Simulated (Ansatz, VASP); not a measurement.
# Two plane-wave programs on Ge4P

The input INCAR:

```
  PREC = Accurate
  ENCUT = 600
  EDIFF = 1E-6
  ISMEAR = 0
  SIGMA = 0.1
  LREAL = False
  LASPH = True
  NELM = 80
  ALGO = Normal
  ISIF = 3
  LWAVE = False
  LCHARG = False
  GGA = PE
  IBRION = 2
  NSW = 100
  EDIFFG = -0.01
```

File KPOINTS:

```
regular mesh
0
Gamma
  8 8 8
```

POSCAR

```
Ge4P
1.0
    0.0000000000      3.8364233413      3.8364233413
    3.8364233413      0.0000000000      3.8364233413
    3.8364233413      3.8364233413      0.0000000000
Ge P
4 1
Direct
    0.1254221275      0.6237336176      0.1254221275
    0.1254221275      0.1254221275      0.1254221275
    0.6237336176      0.1254221275      0.1254221275
    0.1254221275      0.1254221275      0.6237336176
    0.7500000000      0.7500000000      0.7500000000
```

Input for Ansatz:

```yaml
crystal:
  lattice:
    - [0.0, 3.8364233413, 3.8364233413]
    - [3.8364233413, 0.0, 3.8364233413]
    - [3.8364233413, 3.8364233413, 0.0]
  atoms:
    - { symbol: Ge, position: [0.1254221275, 0.6237336176, 0.1254221275] }
    - { symbol: Ge, position: [0.1254221275, 0.1254221275, 0.1254221275] }
    - { symbol: Ge, position: [0.6237336176, 0.1254221275, 0.1254221275] }
    - { symbol: Ge, position: [0.1254221275, 0.1254221275, 0.6237336176] }
    - { symbol: P, position: [0.75, 0.75, 0.75] }
basis:
  ecutwfc: 420
kpoints:
  mp_grid: { grid: [8, 8, 8] }
hamiltonian:
  xc: pbe
scf:
  occupations: { method: gaussian, width: 0.1 }
output:
  forces: true
  stress: true
  eigenvalues: true
relax:
  adjacent_minimum: "off"
  f_tol: 0.01
  max_steps: 80
  cell: { stress_tol: 0.05 }
```

Alike in both runs: task relaxation of cell and atoms; functional PBE; k mesh 8 × 8 × 8; occupations gaussian, width 0.1 eV; no spin polarisation.

|  | VASP | Ansatz |
| --- | --- | --- |
| version | VASP 6.6.1 | Ansatz 0.2.0 |
| potentials or method | VASP PAW PBE potentials, release 64 (Ge_d, P), cutoff 600 eV | scalar-relativistic, plane waves, PAW |
| valence electrons in the cell | 61 | 61 |

|  | VASP | Ansatz | Ansatz less VASP |
| --- | --- | --- | --- |
| gap on the k mesh at the Fermi level, each at its own relaxed structure (eV) | none | none | - |
| relaxed volume (Å³/atom) | 22.81 | 22.79 | -0.026 |
| relaxed length of the cell vector where the two differ most in proportion (Å) | 5.444 | 5.442 | -0.0021 |

A gap of «none» marks a metal or a gap that the smearing closes.
